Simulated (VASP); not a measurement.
Pb: relaxation of cell and atoms with PBE

The system is Pb.

```xyz
2
Lattice="1.7405 -2.8863 0.0000 1.7405 2.8863 0.0000 0.0000 0.0000 6.5863" Properties=species:S:1:pos:R:3 pbc="T T T"
Pb    1.7405    0.8874    1.6466
Pb    1.7405   -0.8874    4.9397
```

| Quantity | Value |
| --- | --- |
| Program | VASP 6.6.1 |
| Task | relaxation of cell and atoms |
| Functional | PBE |
| Potentials or basis | VASP PAW PBE potentials, release 64 (Pb_d) |
| Cutoff | 600 eV |
| k mesh | 6 × 6 × 4 |
| Occupations | gaussian, width 0.1 eV |
| Spin | no spin polarisation |
| Dipole correction | no |
| Further INCAR settings | ALGO = Normal; EDIFF = 1e-06; IBRION = 2; EDIFFG = -0.04; NSW = 90; ISIF = 3 |

```yaml
Relaxed_volume: 32.78 Å³/atom
Relaxed_cell: a = 3.409 Å, b = 3.409 Å, c = 6.503 Å, α = 90.00°, β = 90.00°, γ = 119.86°
Space_group_after_relaxing_to_0.05_Å: Cmcm (No. 63)
Energy_gained_by_relaxing: 7.4 meV/atom
Ionic_steps: 3
Pressure_after_relaxing: 0.0 GPa
Largest_force_after_relaxing: 0.013 eV/Å
Band_gap_on_the_k_mesh: zero (band 14 reaches 10.70 eV, above the bottom of band 15 at 4.99 eV)
```

Forces on the atoms (eV/Å):
```
Pb   0.000  0.013  0.000
Pb   0.000 -0.013  0.000
```

Stress tensor (GPa, compression positive):
```
-0.13  0.00  0.00
 0.00  0.14  0.00
 0.00  0.00  0.02
```

The path:
| step | energy change (eV) | largest force (eV/Å) | pressure (GPa) | volume (Å³) |
| --- | --- | --- | --- | --- |
| 1 | 0.0000 | 0.0196 | -0.19 | 66.17 |
| 2 | -0.0122 | 0.0124 | -0.05 | 65.79 |
| 3 | -0.0147 | 0.0129 | 0.01 | 65.55 |

Final structure:
```
Pb
1.0
     1.70816   -2.95040    0.00000
     1.70816    2.95040    0.00000
     0.00000    0.00000    6.50328
Pb
2
Direct
  0.34602 0.65398 0.25000
  0.65398 0.34602 0.75000
```

Levels at points of the mesh, in eV from the Fermi level:
| k point | band 11 | band 12 | band 13 | band 14 | band 15 | band 16 | band 17 | band 18 |
| --- | --- | --- | --- | --- | --- | --- | --- | --- |
| (0.00, 0.00, 0.00) | -11.37 | -9.27 | -4.08 | 4.22 | 6.69 | 6.92 | 7.71 | 7.99 |
| (0.50, 0.00, 0.00) | -7.84 | -6.90 | -3.39 | -2.30 | -0.35 | 1.83 | 3.09 | 5.11 |
| (0.50, 0.50, 0.00) | -7.64 | -7.13 | -3.14 | -2.46 | 0.05 | 1.28 | 3.02 | 5.11 |
| (0.00, 0.00, 0.50) | -10.57 | -10.57 | -0.83 | -0.83 | 7.30 | 7.30 | 7.33 | 7.33 |
| (0.50, 0.00, 0.50) | -7.34 | -7.34 | -3.43 | -3.43 | 2.35 | 2.35 | 3.94 | 3.94 |
| (0.50, 0.50, 0.50) | -7.29 | -7.29 | -3.50 | -3.50 | 2.46 | 2.46 | 3.89 | 3.89 |

Wall time 61 s on 1 thread of AMD EPYC 9R14 (Zen 4) (shared host), peak memory 0.19 GiB.

Caveat: spin-orbit coupling is left out, which moves the levels of the heavy elements.
